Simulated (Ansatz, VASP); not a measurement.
Al8Cu3 in VASP and in Ansatz

```
Al Cu
1.0
     4.08904    0.00000    0.00000
     2.04430    3.54134    0.00000
     0.00000    0.00000   26.68561
Al Cu
8 3
Direct
  0.00013 0.00013 0.28328
  0.66678 0.66678 0.34119
  0.33346 0.33346 0.40445
  0.00011 0.00011 0.46924
  0.66679 0.66679 0.53076
  0.33345 0.33345 0.59555
  0.00013 0.00013 0.65881
  0.66677 0.66677 0.71672
  0.00012 0.00012 0.37598
  0.33345 0.33345 0.50000
  0.66679 0.66679 0.62402
```

Alike in both runs: functional PBE; k mesh 9 × 9 × 1; occupations gaussian, width 0.1 eV; no spin polarisation.

Ansatz relaxed the structure, and its values are those at the end. VASP's run is a single point on that final structure, the one shown.

|  | VASP | Ansatz |
| --- | --- | --- |
| version | VASP 6.6.1 | Ansatz 0.2.0 |
| potentials or method | VASP PAW PBE potentials, release 64 (Al, Cu), cutoff 520 eV | scalar-relativistic, plane waves, PAW |
| valence electrons in the cell | 57 | 81 |

|  | VASP | Ansatz | Ansatz less VASP |
| --- | --- | --- | --- |
| gap on the k mesh at the Fermi level (eV) | none | none | - |
| rms of the force components (eV/Å) | 0.007 | 0.003 | -0.0040 |

A gap of «none» marks a metal or a gap that the smearing closes. VASP's potentials hold 57 valence electrons a cell and Ansatz's 81, so a difference there can come from the potentials and not from the codes. Ansatz's warnings: xc potential rough in thin density.
